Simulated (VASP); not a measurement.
# Se in VASP: settings compared, part 2 of 2

VASP 6.6.1. The steps go on from the part before.

## Step 5: Single point, PBE0

POSCAR reads:

```
Se
1.0
    4.3551700000      0.0000000000      0.0000000000
   -2.1775850000      3.7716878578      0.0000000000
    0.0000000000      0.0000000000      4.9494500000
Se
3
Direct
    0.7830000000      0.7830000000      0.5000000000
    0.0000000000      0.2170000000      0.8333333333
    0.2170000000      0.0000000000      0.1666666667
```

INCAR.step1 reads:

```
SYSTEM = Se
ALGO = Normal
EDIFF = 1E-5
ENCUT = 520
GGA = PE
ISIF = 2
ISMEAR = -1
LASPH = .TRUE.
LCHARG = .FALSE.
LREAL = .FALSE.
LWAVE = .TRUE.
NBANDS = 16
NELM = 60
PREC = Accurate
SIGMA = 0.05
```

INCAR.step2 reads:

```
SYSTEM = Se
AEXX = 0.25
ALGO = Normal
EDIFF = 1E-7
ENCUT = 520
GGA = PE
ISIF = 2
ISMEAR = -1
ISTART = 1
LASPH = .TRUE.
LCHARG = .FALSE.
LHFCALC = .TRUE.
LREAL = .FALSE.
LWAVE = .FALSE.
NBANDS = 16
NELM = 60
PREC = Accurate
PRECFOCK = Normal
SIGMA = 0.05
```

KPOINTS reads:

```
k-points
0
G
  4 4 3
  0 0 0
```

Potentials or basis: VASP PAW PBE potentials, release 64 (Se).

Started as:

```sh
$ cat potpaw_PBE.64/Se/POTCAR > POTCAR
$ cp INCAR.step1 INCAR
$ mpirun -np 1 vasp_std > vasp.out
$ cp INCAR.step2 INCAR
$ mpirun -np 1 vasp_std > vasp.out
```

OUTCAR:

```text
SYSTEM = Se
   AEXX = 0.25
   EDIFF = 1E-7
   ENCUT = 520
   GGA = PE
   ISIF = 2
   ISMEAR = -1
   ISTART = 1
   LASPH = .TRUE.
   LHFCALC = .TRUE.
   LREAL = .FALSE.
   NELM = 60
   PREC = Accurate
   PRECFOCK = Normal

 ion  position               nearest neighbor table
   1  0.783  0.783  0.500-   3 2.32   2 2.32
   2  0.000  0.217  0.833-   1 2.32   3 2.32
   3  0.217  0.000  0.167-   1 2.32   2 2.32

  LATTYP: Found a hexagonal cell.
 ALAT       =     4.3551700000
 C/A-ratio  =     1.1364539157

  Lattice vectors:

 A1 = (   4.3551700000,   0.0000000000,   0.0000000000)
 A2 = (  -2.1775850000,   3.7716878578,   0.0000000000)
 A3 = (   0.0000000000,   0.0000000000,   4.9494500000)

Analysis of symmetry for initial positions (statically):
=====================================================================
 Subroutine PRICEL returns:
 Original cell was already a primitive cell.

 Routine SETGRP: Setting up the symmetry group for a
 hexagonal supercell.

 Subroutine GETGRP returns: Found  6 space group operations
 (whereof  2 operations were pure point group operations)
 out of a pool of 24 trial point group operations.

The static configuration has the point symmetry C_2 .
 The point group associated with its full space group is D_3 .

Analysis of symmetry for dynamics (positions and initial velocities):
=====================================================================
 Subroutine PRICEL returns:
 Original cell was already a primitive cell.

 Routine SETGRP: Setting up the symmetry group for a
 hexagonal supercell.

 Subroutine GETGRP returns: Found  6 space group operations
 (whereof  2 operations were pure point group operations)
 out of a pool of 24 trial point group operations.

The dynamic configuration has the point symmetry C_2 .
 The point group associated with its full space group is D_3 .

 Subroutine INISYM returns: Found  6 space group operations
 (whereof  2 operations are pure point group operations),
 and found     1 'primitive' translations

----------------------------------------------------------------------------------------

                                     Primitive cell

  volume of cell :      81.3014

  direct lattice vectors                    reciprocal lattice vectors
     4.355170000  0.000000000  0.000000000     0.229612162  0.132566644  0.000000000
    -2.177585000  3.771687858  0.000000000     0.000000000  0.265133287  0.000000000
     0.000000000  0.000000000  4.949450000     0.000000000  0.000000000  0.202042651

  length of vectors
     4.355170000  4.355170000  4.949450000     0.265133287  0.265133287  0.202042651

  position of ions in fractional coordinates (direct lattice)
     0.783000000  0.783000000  0.500000000
     1.000000000  0.217000000  0.833333333
     0.217000000  0.000000000  0.166666667

  ion indices of the primitive-cell ions
   primitive index   ion index
                 1           1
                 2           2
                 3           3

[... 32 lines left out ...]
  0.000000  0.000000  0.333333      2.000000
  0.250000  0.000000  0.333333      6.000000
  0.000000  0.250000  0.333333      6.000000
  0.500000  0.000000  0.333333      6.000000
  0.250000  0.250000  0.333333     12.000000
   k-points           NKPTS =      9   k-points in BZ     NKDIM =     48   number of bands    NBANDS=     16
   number of dos      NEDOS =    301   number of ions     NIONS =      3
   total plane-waves  NPLWV =  40960
   dimension x,y,z NGX =    32 NGY =   32 NGZ =   40
   dimension x,y,z NGXF=    64 NGYF=   64 NGZF=   80
   ions per type =               3
   NGX,Y,Z   is equivalent  to a cutoff of  12.22, 12.22, 13.44 a.u.
   NGXF,Y,Z  is equivalent  to a cutoff of  24.43, 24.43, 26.87 a.u.
 SYSTEM =  Se
   PREC   = accura    normal or accurate (medium, high low for compatibility)
   ISTART =      1    job   : 0-new  1-cont  2-samecut
   ICHARG =      0    charge: 1-file 2-atom 10-const
   ISPIN  =      1    spin polarized calculation?
   LNONCOLLINEAR =      F non collinear calculations
   LSORBIT =      F    spin-orbit coupling
   LASPH  =      T    aspherical Exc in radial PAW
   ENCUT  =  520.0 eV  38.22 Ry    6.18 a.u.   8.10  8.10  9.20*2*pi/ulx,y,z
   NELM   =     60;   NELMIN=  2; NELMDL=  0     # of ELM steps
   EDIFF  = 0.1E-06   stopping-criterion for ELM
   LREAL  =      F    real-space projection
   EDIFFG = 0.1E-05   stopping-criterion for IOM
   NSW    =      0    number of steps for IOM
   IBRION =     -1    ionic relax: 0-MD 1-quasi-New 2-CG
   NFREE  =      0    steps in history (QN), initial steepest desc. (CG)
   ISIF   =      2    stress and relaxation
   ISYM   =      3    0-nonsym 1-usesym 2-fastsym
   POTIM  = 0.5000    time-step for ionic-motion
   TEBEG  =    0.0;   TEEND  =   0.0 temperature during run
   PSTRESS=    0.0 pullay stress
   NELECT =      18.0000    total number of electrons
   NUPDOWN=      -1.0000    fix difference up-down
   EMIN   =  10.00;   EMAX   =-10.00  energy-range for DOS
   EFERMI =   0.00;   METHOD = LEGACY
   ISMEAR =    -1;   SIGMA  =   0.05  broadening in eV -4-tet -1-fermi 0-gaus
   EFERMI_NEDOS =   21; number of points for ismear=-14 and -15
   IALGO  =     38    algorithm
   IMIX   =      1    mixing-type and parameters
     AMIX     =   0.40;   BMIX     =  1.00
     AMIX_MAG =   1.60;   BMIX_MAG =  1.00
  volume/ion in A,a.u.               =      27.10       182.88
  Fermi-wavevector in a.u.,A,eV,Ry     =   0.990375  1.871538 13.345178  0.980843
  Thomas-Fermi vector in A             =   2.122041
   LORBIT       =      0    0 simple, 1 ext, 2 COOP (PROOUT), +10 PAW based schemes
   GGA     = PE    functional components
   LHFCALC =     T    Hartree Fock is set to
   PRECFOCK=normal    Normal, Fast or Accurate (Low or Medium for compatibility)
   ENCUT4O =  -1.0   cutoff for four orbital integrals eV
   NKREDX  =     1    reduce k-point grid by
   NKREDY  =     1    reduce k-point grid by
   NKREDZ  =     1    reduce k-point grid by
   AEXX    =    0.2500 exact exchange contribution
   HFSCREEN=    0.0000 screening length (either q_TF or 0.3 A-1)
   HFSCREENC=   0.0000 screening length for correlation (either q_TF or 0.3 A-1)
   ENCUTFOCK=  -1.0 apply spherical cutoff to Coloumb kernel
   IVDW    =     0    specifies the selected vdW correction
   LEPSILON=     F    determine dielectric tensor
   LRPA    =     F    only Hartree local field effects (RPA)
 non-spin polarized calculation
  energy-cutoff  :      520.00
  volume of cell :       81.30
 maximum number of plane-waves:      2198
  NGX = 28; NGY = 28; NGZ = 28

 number of electron      17.9999997 magnetization

 Free energy of the ion-electron system (eV)
  ---------------------------------------------------
  ext. energy  EPLUGINS =         0.00000000
  ---------------------------------------------------
  free energy    TOTEN  =       -14.80055039 eV

  energy without entropy =      -14.80055039  energy(sigma->0) =      -14.80055039

 E-fermi :   2.6374     XC(G=0):  -6.9929

 val. band max:        1.5103133069   @ k =   0.2500   0.2500   0.3333
 cond. band min:       4.8327605086   @ k =   0.0000   0.0000   0.3333
 fundamental gap:      3.3224472017
 Fermi energy:         2.6373904048

 k-point     1 :       0.0000    0.0000    0.0000
  band No.  band energies     occupation
      1     -15.8390      2.00000
      2     -11.0547      2.00000
      3     -11.0547      2.00000
      4      -2.3821      2.00000
      5      -2.3821      2.00000
      6      -2.2345      2.00000
[... 148 lines left out ...]
      3      -9.6763      2.00000
      4      -4.3380      2.00000
      5      -3.8408      2.00000
      6      -2.6326      2.00000
[... 8 lines left out ...]
     15      11.8482      0.00000
     16      12.4777      0.00000

------------------------ aborting loop because EDIFF is reached ----------------------------------------

  FORCE on cell =-STRESS in cart. coord.  units (eV):
  Direction    XX          YY          ZZ          XY          YZ          ZX
  --------------------------------------------------------------------------------------
  -------------------------------------------------------------------------------------
  Total        1.6239641      1.6239641      1.5709418      0.0000000     -0.0000000      0.0000000
  in kB       32.0028901     32.0028901     30.9579987      0.0000000     -0.0000000      0.0000000
  external PRESSURE =      31.6545930 kB  Pullay stress =       0.0000000 kB

 VOLUME and BASIS-vectors are now :
 -----------------------------------------------------------------------------
  energy-cutoff  :      520.00
  volume of cell :       81.30
      direct lattice vectors                 reciprocal lattice vectors
     4.355170000  0.000000000  0.000000000     0.229612162  0.132566644  0.000000000
    -2.177585000  3.771687858  0.000000000     0.000000000  0.265133287  0.000000000
     0.000000000  0.000000000  4.949450000     0.000000000  0.000000000  0.202042651

 POSITION                                       TOTAL-FORCE (eV/Angst)
 -----------------------------------------------------------------------------------
      1.70505      2.95323      2.47472        -0.281393     -0.487387     -0.000000
     -0.47254      0.81846      4.12454        -0.281393      0.487387     -0.000000
      0.94507      0.00000      0.82491         0.562786     -0.000000      0.000000
 -----------------------------------------------------------------------------------
    total drift:                                0.000001      0.000001      0.000000

  FREE ENERGIE OF THE ION-ELECTRON SYSTEM (eV)
  ---------------------------------------------------
  free  energy   TOTEN  =       -14.8005503938 eV

  energy  without entropy=      -14.8005503937  energy(sigma->0) =      -14.80055039
```

Run time: 18 min. Hardware: 1 thread of Oxide Virtual Turin-like, shared host; peak memory 0.17 GiB.

Results:

- Free energy: -14.8006 eV
- Pressure: 3.2 GPa
- Largest force: 0.563 eV/Å
- Band gap on the k mesh: 3.32 eV, indirect (least direct gap 3.57 eV)

Forces on the atoms (eV/Å):
```
Se  -0.281 -0.487  0.000
Se  -0.281  0.487  0.000
Se   0.563  0.000  0.000
```

Caveat: the k points lie up to 0.42 Å⁻¹ apart; the PAW data sets were made with another functional, which shifts forces and pressure a little. A k mesh can miss the band edges.

## Step 6: The runs side by side

| level | k mesh | smearing | grid for exact exchange (PRECFOCK) | screening parameter | gap on the mesh (eV) | pressure (GPa) | largest force (eV/Å) |
| --- | --- | --- | --- | --- | --- | --- | --- |
| BLYP+D3(BJ) | 7 × 7 × 6 | gaussian 0.05 eV | - | - | 1.15 | 4.4 | 1.54 |
| r2SCAN | 4 × 4 × 3 | fermi-dirac 0.05 eV | - | - | 1.97 | 4.0 | 0.79 |
| HSE06 | 4 × 4 × 3 | fermi-dirac 0.05 eV | Normal | 0.2079 1/Å | 2.59 | 3.3 | 0.57 |
| PBE0 | 4 × 4 × 3 | fermi-dirac 0.05 eV | Normal | - | 3.32 | 3.2 | 0.56 |

Some of these runs hold the atoms at other places in the same cell, which the table doesn't show; runs alike in all that it shows share one row.

Alike in all rows: task single point; potentials or basis VASP PAW PBE potentials, release 64 (Se); no spin polarisation; cell as given; cutoff (eV) 520.

Caveats: some runs use coarse meshes; the PAW data sets were made with another functional, which shifts forces and pressure a little.

Total energies depend on the potentials used, so only differences within one code and one set of settings carry meaning.
